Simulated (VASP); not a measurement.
A run of VASP 6.6.1:

The input INCAR:

```
ALGO = Normal
EDIFF = 1E-7
ENCUT = 520
GGA = PE
ISIF = 2
ISMEAR = 0
LASPH = T
LCHARG = F
LREAL = F
LWAVE = F
NBANDS = 11
NELM = 100
PREC = Accurate
SIGMA = 0.02
```

The input KPOINTS:

```
k-points
0
Gamma
  8 8 8
```

POSCAR

```
MgS
1.0
    0.0000000000      2.5614782460      2.5614782460
    2.5614782460      0.0000000000      2.5614782460
    2.5614782460      2.5614782460      0.0000000000
Mg S
1 1
Direct
    0.0000000000      0.0000000000      0.0000000000
    0.5000000000      0.5000000000      0.5000000000
```

Potentials or basis: VASP PAW PBE potentials, release 64 (Mg, S).

The run is started by

```console
$ cat potpaw_PBE.64/Mg/POTCAR potpaw_PBE.64/S/POTCAR > POTCAR
$ mpirun -np 1 vasp_std > vasp.out
```

Hardware: 1 thread of Intel Xeon 8259CL, with other jobs on the host.

Estimate the wall time of this run.

Run time: 11 s on 1 thread of Intel Xeon 8259CL, on a shared host, peak memory 0.15 GiB. Counts: scf iterations 12, k points 29.
